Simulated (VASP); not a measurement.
# Fe (Fm-3m) in VASP: notebook, part 2 of 2

VASP 6.6.1. Earlier steps stand in the parts before.

## Step 3: Single point, PBE+D3(BJ)

This run uses another cell than the first one, of 10.03 Å³/atom, 0.978 times its volume.

INCAR reads:

```
SYSTEM = Fe
  ALGO = Normal
  EDIFF = 1E-6
  ENCUT = 600
  GGA = PE
  GGA_COMPAT = .FALSE.
  ISIF = 2
  ISMEAR = 1
  IVDW = 12
  LASPH = .TRUE.
  LCHARG = .FALSE.
  LREAL = .FALSE.
  LWAVE = .FALSE.
  NBANDS = 10
  NELM = 120
  PREC = Accurate
  SIGMA = 0.01
```

KPOINTS reads:

```
k-points
0
G
  9 9 9
  0 0 0
```

POSCAR reads:

```
Fe
1.0
    0.0000000000      1.7115059924      1.7115059924
    1.7115059924      0.0000000000      1.7115059924
    1.7115059924      1.7115059924      0.0000000000
Fe
1
Direct
    0.0000000000      0.0000000000      0.0000000000
```

Potentials or basis: VASP PAW PBE potentials, release 64 (Fe).

The run is started by

```bash
cat potpaw_PBE.64/Fe/POTCAR > POTCAR
mpirun -np 1 vasp_std > vasp.out
```

OUTCAR:

```text
SYSTEM = Fe
   EDIFF = 1E-6
   ENCUT = 600
   GGA = PE
   ISIF = 2
   ISMEAR = 1
   IVDW = 12
   LASPH = .TRUE.
   LREAL = .FALSE.
   NELM = 120
   PREC = Accurate
 IVDW          = 12

 ion  position               nearest neighbor table
   1  0.000  0.000  0.000-

  LATTYP: Found a face centered cubic cell.
 ALAT       =     3.4230119848

  Lattice vectors:

 A1 = (   0.0000000000,   1.7115059924,   1.7115059924)
 A2 = (   1.7115059924,   0.0000000000,   1.7115059924)
 A3 = (   1.7115059924,   1.7115059924,   0.0000000000)

Analysis of symmetry for initial positions (statically):
=====================================================================
 Subroutine PRICEL returns:
 Original cell was already a primitive cell.

 Routine SETGRP: Setting up the symmetry group for a
 face centered cubic supercell.

 Subroutine GETGRP returns: Found 48 space group operations
 (whereof 48 operations were pure point group operations)
 out of a pool of 48 trial point group operations.

The static configuration has the point symmetry O_h .

Analysis of symmetry for dynamics (positions and initial velocities):
=====================================================================
 Subroutine PRICEL returns:
 Original cell was already a primitive cell.

 Routine SETGRP: Setting up the symmetry group for a
 face centered cubic supercell.

 Subroutine GETGRP returns: Found 48 space group operations
 (whereof 48 operations were pure point group operations)
 out of a pool of 48 trial point group operations.

The dynamic configuration has the point symmetry O_h .

 Subroutine INISYM returns: Found 48 space group operations
 (whereof 48 operations are pure point group operations),
 and found     1 'primitive' translations

----------------------------------------------------------------------------------------

                                     Primitive cell

  volume of cell :      10.0269

  direct lattice vectors                    reciprocal lattice vectors
     0.000000000  1.711505992  1.711505992    -0.292140374  0.292140374  0.292140374
     1.711505992  0.000000000  1.711505992     0.292140374 -0.292140374  0.292140374
     1.711505992  1.711505992  0.000000000     0.292140374  0.292140374 -0.292140374

  length of vectors
     2.420434987  2.420434987  2.420434987     0.506001970  0.506001970  0.506001970

  position of ions in fractional coordinates (direct lattice)
     0.000000000  0.000000000  0.000000000

  ion indices of the primitive-cell ions
   primitive index   ion index
                 1           1

----------------------------------------------------------------------------------------

 KPOINTS: k-points

Automatic generation of k-mesh.
 Grid dimensions read from file:
 generate k-points for:    9    9    9

 Generating k-lattice:

  Cartesian coordinates                     Fractional coordinates (reciprocal lattice)
    -0.032460042  0.032460042  0.032460042     0.111111111  0.000000000  0.000000000
     0.032460042 -0.032460042  0.032460042     0.000000000  0.111111111  0.000000000
     0.032460042  0.032460042 -0.032460042     0.000000000  0.000000000  0.111111111

  Length of vectors
     0.056222441  0.056222441  0.056222441

  Shift w.r.t. Gamma in fractional coordinates (k-lattice)
     0.000000000  0.000000000  0.000000000

 Subroutine IBZKPT returns following result:
 ===========================================

 Found     35 irreducible k-points:

 Following reciprocal coordinates:
            Coordinates               Weight
  0.000000  0.000000  0.000000      1.000000
  0.111111  0.000000  0.000000      8.000000
  0.222222  0.000000  0.000000      8.000000
  0.333333  0.000000  0.000000      8.000000
  0.444444  0.000000  0.000000      8.000000
  0.111111  0.111111  0.000000      6.000000
[... 16 lines left out ...]
 -0.333333  0.333333  0.000000     12.000000
  0.444444  0.444444  0.000000      6.000000
 [... further k-points ...]
   k-points           NKPTS =     35   k-points in BZ     NKDIM =     35   number of bands    NBANDS=     10
   number of dos      NEDOS =    301   number of ions     NIONS =      1
   total plane-waves  NPLWV =   8000
   dimension x,y,z NGX =    20 NGY =   20 NGZ =   20
   dimension x,y,z NGXF=    40 NGYF=   40 NGZF=   40
   ions per type =               1
   NGX,Y,Z   is equivalent  to a cutoff of  13.74, 13.74, 13.74 a.u.
   NGXF,Y,Z  is equivalent  to a cutoff of  27.47, 27.47, 27.47 a.u.
 SYSTEM =  Fe
   PREC   = accura    normal or accurate (medium, high low for compatibility)
   ISTART =      0    job   : 0-new  1-cont  2-samecut
   ICHARG =      2    charge: 1-file 2-atom 10-const
   ISPIN  =      1    spin polarized calculation?
   LNONCOLLINEAR =      F non collinear calculations
   LSORBIT =      F    spin-orbit coupling
   LASPH  =      T    aspherical Exc in radial PAW
   ENCUT  =  600.0 eV  44.10 Ry    6.64 a.u.   4.83  4.83  4.83*2*pi/ulx,y,z
   NELM   =    120;   NELMIN=  2; NELMDL= -5     # of ELM steps
   EDIFF  = 0.1E-05   stopping-criterion for ELM
   LREAL  =      F    real-space projection
[... 7 lines left out ...]
   TEBEG  =    0.0;   TEEND  =   0.0 temperature during run
   PSTRESS=    0.0 pullay stress
   NELECT =       8.0000    total number of electrons
   NUPDOWN=      -1.0000    fix difference up-down
   EMIN   =  10.00;   EMAX   =-10.00  energy-range for DOS
   EFERMI =   0.00;   METHOD = LEGACY
   ISMEAR =     1;   SIGMA  =   0.01  broadening in eV -4-tet -1-fermi 0-gaus
   EFERMI_NEDOS =   21; number of points for ismear=-14 and -15
   IALGO  =     38    algorithm
   IMIX   =      4    mixing-type and parameters
     AMIX     =   0.40;   BMIX     =  1.00
     AMIX_MAG =   1.60;   BMIX_MAG =  1.00
  volume/ion in A,a.u.               =      10.03        67.66
  Fermi-wavevector in a.u.,A,eV,Ry     =   1.518389  2.869339 31.368305  2.305505
  Thomas-Fermi vector in A             =   2.627516
   LORBIT       =      0    0 simple, 1 ext, 2 COOP (PROOUT), +10 PAW based schemes
   GGA     = PE    functional components
   LHFCALC =     F    Hartree Fock is set to
   AEXX    =    0.0000 exact exchange contribution
   IVDW    =    12    specifies the selected vdW correction
   LEPSILON=     F    determine dielectric tensor
   LRPA    =     F    only Hartree local field effects (RPA)
 non-spin polarized calculation
 Methfessel and Paxton  Order N= 1 SIGMA  =   0.01
  energy-cutoff  :      600.00
  volume of cell :       10.03
 maximum number of plane-waves:       347
   NGX =  9   NGY =  9   NGZ =  9

 number of electron       8.0000001 magnetization

 Free energy of the ion-electron system (eV)
  ---------------------------------------------------
  ext. energy  EPLUGINS =         0.00000000
  ---------------------------------------------------
  free energy    TOTEN  =        -8.07552491 eV

  energy without entropy =       -8.07538092  energy(sigma->0) =       -8.07547692

 E-fermi :   7.1146     XC(G=0): -13.8892

 val. band max:        7.0601854075   @ k =   0.1111   0.1111   0.0000
 cond. band min:       7.1162427500   @ k =  -0.4444   0.3333   0.0000
 fundamental gap:      0.0560573425
 Fermi energy:         7.1146163630

 k-point     1 :       0.0000    0.0000    0.0000
  band No.  band energies     occupation
      1      -1.9177      2.00000
      2       5.3399      2.00000
      3       5.3399      2.00000
      4       5.3399      2.00000
      5       6.9405      2.00000
      6       6.9405      2.00000
      7      30.5303      0.00000
      8      36.1922      0.00000
      9      36.1922      0.00000
     10      36.1922      0.00000

 k-point     2 :       0.1111    0.0000    0.0000
  band No.  band energies     occupation
      1      -1.3902      2.00000
      2       5.1507      2.00000
      3       5.4828      2.00000
      4       5.4828      2.00000
      5       6.8791      2.00000
      6       6.8791      2.00000
      7      29.6148      0.00000
      8      32.6544      0.00000
      9      35.7334      0.00000
     10      35.7334      0.00000
[... 274 lines left out ...]
 k-point    24 :       0.4444    0.4444    0.0000
  band No.  band energies     occupation
      1       1.9871      2.00000
      2       2.7699      2.00000
      3       7.9735      0.00000
      4       8.1933      0.00000
      5       8.1933      0.00000
      6       9.6538      0.00000
      7      19.9129      0.00000
      8      23.8215      0.00000
      9      23.8215      0.00000
     10      29.0252      0.00000

 [... further k-points ...]

------------------------ aborting loop because EDIFF is reached ----------------------------------------

 Edisp (eV)   -0.40662

 E8    (eV) :    -0.1818

  FORCE on cell =-STRESS in cart. coord.  units (eV):
  Direction    XX          YY          ZZ          XY          YZ          ZX
  --------------------------------------------------------------------------------------
  -------------------------------------------------------------------------------------
  Total      -0.04902    -0.04902    -0.04902     0.00000     0.00000     0.00000
  in kB      -7.83294    -7.83294    -7.83294     0.00000     0.00000     0.00000
  external pressure =       -7.83 kB  Pullay stress =        0.00 kB

 VOLUME and BASIS-vectors are now :
 -----------------------------------------------------------------------------
  energy-cutoff  :      600.00
  volume of cell :       10.03
      direct lattice vectors                 reciprocal lattice vectors
     0.000000000  1.711505992  1.711505992    -0.292140374  0.292140374  0.292140374
     1.711505992  0.000000000  1.711505992     0.292140374 -0.292140374  0.292140374
     1.711505992  1.711505992  0.000000000     0.292140374  0.292140374 -0.292140374

 POSITION                                       TOTAL-FORCE (eV/Angst)
 -----------------------------------------------------------------------------------
      0.00000      0.00000      0.00000         0.000000      0.000000     -0.000000
 -----------------------------------------------------------------------------------
    total drift:                                0.000000     -0.000000     -0.000000

  FREE ENERGIE OF THE ION-ELECTRON SYSTEM (eV)
  ---------------------------------------------------
  free  energy   TOTEN  =        -8.4821433122 eV

  energy  without entropy=       -8.4819993206  energy(sigma->0) =       -8.48209531
```

OSZICAR:

```text
N       E                     dE             d eps       ncg     rms          rms(c)
DAV:   1     0.178824471547E+02    0.17882E+02   -0.47090E+03   740   0.119E+03
DAV:   2    -0.907088482797E+01   -0.26953E+02   -0.25269E+02   712   0.138E+02
DAV:   3    -0.962592761046E+01   -0.55504E+00   -0.55435E+00   776   0.248E+01
DAV:   4    -0.962828326827E+01   -0.23557E-02   -0.23553E-02   748   0.144E+00
DAV:   5    -0.962830060505E+01   -0.17337E-04   -0.17337E-04   750   0.121E-01    0.124E+01
DAV:   6    -0.818209152078E+01    0.14462E+01   -0.12105E+01   758   0.553E+01    0.167E+00
DAV:   7    -0.809704051770E+01    0.85051E-01   -0.58369E-01   774   0.119E+01    0.820E-01
DAV:   8    -0.808141746610E+01    0.15623E-01   -0.11868E-02  1012   0.119E+00    0.351E-01
DAV:   9    -0.807554717386E+01    0.58703E-02   -0.46695E-03   856   0.447E-01    0.628E-02
DAV:  10    -0.807552685974E+01    0.20314E-04   -0.88531E-05   890   0.130E-01    0.205E-02
DAV:  11    -0.807552453964E+01    0.23201E-05   -0.25427E-06   498   0.206E-02    0.203E-03
DAV:  12    -0.807552491499E+01   -0.37534E-06   -0.11710E-07   368   0.389E-03
   1 F= -.84821433E+01 E0= -.84820953E+01  d E =-.143992E-03
```

It took 3.6 s on 1 thread of Intel Xeon Platinum 8488C (Sapphire Rapids), shared host; peak memory 0.13 GiB.

Results:

```
Free energy                : -8.4821 eV
Pressure                   : -0.8 GPa
Band gap on the k mesh     : zero (band 4 reaches 8.19 eV, above the bottom of band 5 at 6.34 eV)
Dispersion energy per atom : -0.407 eV
```

Levels at points of the mesh, in eV from the Fermi level:
```csv
k point,band 1,band 2,band 3,band 4,band 5,band 6,band 7,band 8
"(0.00, 0.00, 0.00)",-9.03,-1.77,-1.77,-1.77,-0.17,-0.17,23.42,29.08
```

Caveat: the run has no spin polarisation, though such a crystal can be magnetic; pairwise dispersion overbinds metals, which lowers pressure and volume.
